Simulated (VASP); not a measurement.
Write the native input for VASP 6.6.1 that does the following.

| Property | Result |
| --- | --- |
| Task | relaxation of cell and atoms |
| Functional | PBE |
| Potentials or basis | VASP PAW PBE potentials, release 64 (Sr_sv, Te, O) |
| Cutoff | 600 eV |
| k mesh | 12 × 12 × 4 |
| Occupations | gaussian, width 0.02 eV |
| Spin | no spin polarisation |
| Dipole correction | no |
| Further INCAR settings | ALGO = Normal; EDIFF = 1e-06; IBRION = 2; EDIFFG = -0.01; NSW = 100; ISIF = 3 |

The structure of Sr2TeO lies in POSCAR:

```
Sr2TeO
1.0
    4.0673240185      0.0000000000      0.0000000000
   -2.0336620092      3.5224059254      0.0000000000
    0.0000000000      0.0000000000      7.5249058351
Sr Te O
2 1 1
Direct
    0.0000000000      0.0000000000      0.7070160329
    0.0000000000      0.0000000000      0.2929839671
    0.3333333333      0.6666666667      0.0000000000
    0.6666666667      0.3333333333      0.5000000000
```

The input as run:

INCAR

```
SYSTEM = Sr2TeO
PREC = Accurate
ENCUT = 600
EDIFF = 1E-6
ISMEAR = 0
SIGMA = 0.02
LREAL = .FALSE.
LASPH = .TRUE.
NELM = 80
ALGO = Normal
ISIF = 3
LWAVE = .FALSE.
LCHARG = .FALSE.
GGA = PE
IBRION = 2
NSW = 100
EDIFFG = -0.01
```

KPOINTS

```
Automatic mesh
0
G
  12 12 4
  0 0 0
```

Potentials or basis: VASP PAW PBE potentials, release 64 (Sr_sv, Te, O).

Run with:

```sh
$ cat potpaw_PBE.64/Sr_sv/POTCAR potpaw_PBE.64/Te/POTCAR potpaw_PBE.64/O/POTCAR > POTCAR
$ mpirun -np 1 vasp_std > vasp.out
```

It gave:

The pressure after relaxing is 0.0 GPa, the largest force after relaxing is 0.007 eV/Å and the band gap on the k mesh is 0.60 eV.

Caveat: the relaxation stopped at its first step, so nothing moved; spin-orbit coupling is left out, which moves the levels of the heavy elements.

It took 98 s on 1 thread of AMD EPYC 7R13 Processor (Zen 3) (shared host), peak memory 0.31 GiB.
